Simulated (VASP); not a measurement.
B, 2 atoms in the cell. The structure is tetragonal, space group I4_1/amd (No. 141). Conventional cell: a = 4.027 Å, b = 4.027 Å, c = 1.577 Å, α = 90.00°, β = 90.00°, γ = 90.00°. B (site symmetry -4m2) has 6 B at 1.58 to 2.05 Å within 2.1 Å. 

| Property | Result |
| --- | --- |
| Program | VASP 6.6.1 |
| Task | single point |
| Functional | PBE |
| Potentials or basis | VASP PAW PBE potentials, release 64 (B) |
| Cutoff | 520 eV |
| k mesh | 21 × 21 × 21 |
| Occupations | fermi-dirac, width 0.05 eV |
| Spin | no spin polarisation |
| Dipole correction | no |
| k mesh for the DOS | 32 × 32 × 32 |
| Occupations for the DOS | tetrahedron |
| Further INCAR settings | ALGO = Normal; EDIFF = 1e-07; NBANDS = 10 |

Potentials or basis: VASP PAW PBE potentials, release 64 (B).

Launch:

```bash
$ cat potpaw_PBE.64/B/POTCAR > POTCAR
$ cp INCAR.step1 INCAR
$ cp KPOINTS.step1 KPOINTS
$ mpirun -np 1 vasp_std > vasp.out
$ cp INCAR.step2 INCAR
$ cp KPOINTS.step2 KPOINTS
$ mpirun -np 1 vasp_std > vasp.out
```

Hardware: 1 thread of Intel(R) Xeon(R) 6975P-C (Granite Rapids) (shared host).

Q: How long does it take, and how much memory?

A: It took 110 s on 1 thread of Intel(R) Xeon(R) 6975P-C (Granite Rapids), on a shared host, peak memory 0.5 GiB. Counts: k points 2393.
